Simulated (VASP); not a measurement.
Write the native input for VASP 6.6.1 that does the following.

```yaml
Task: single point
Functional: PBEsol
Potentials_or_basis: VASP PAW PBE potentials, release 64 (H)
Cutoff: 520 eV
k_mesh: 10 × 10 × 26
Occupations: gaussian, width 0.05 eV
Spin: no spin polarisation
Dipole_correction: no
Further_INCAR_settings: ALGO = Normal; EDIFF = 1e-07; NBANDS = 6
```

The structure of H lies in POSCAR:

```
H
1.0
    2.5436531893      0.0000000000      0.0000000000
    0.0000000000      2.5436531893      0.0000000000
    0.0000000000      0.0000000000      0.9020534864
H
1
Direct
    0.0000000000      0.0000000000      0.5000000000
```

This cell differs from its parent crystal: strain -0.040 along x and y, -0.080 along z.

These files were run (other wordings do the same):

INCAR

```
SYSTEM = H
PREC = Accurate ; ENCUT = 520
EDIFF = 1E-7 ; ISMEAR = 0
SIGMA = 0.05 ; LREAL = .FALSE.
LASPH = .TRUE. ; NELM = 100
ALGO = Normal ; ISIF = 2
LWAVE = .FALSE. ; LCHARG = .FALSE.
GGA = PS ; NBANDS = 6
```

KPOINTS

```
regular mesh
0
G
  10 10 26
  0 0 0
```

Potentials or basis: VASP PAW PBE potentials, release 64 (H).

Run with:

```sh
$ cat potpaw_PBE.64/H/POTCAR > POTCAR
$ mpirun -np 1 vasp_std > vasp.out
```

Results of the run:

```yaml
Pressure: 13.9 GPa
```

Caveat: the cell differs from its parent crystal (strain -0.040 along x and y, -0.080 along z); the PAW data sets were made with another functional, which shifts forces and pressure a little.

It took 5.8 s on 1 thread of AMD EPYC 7R13 Processor (Zen 3), with other jobs on the host, peak memory 0.08 GiB.
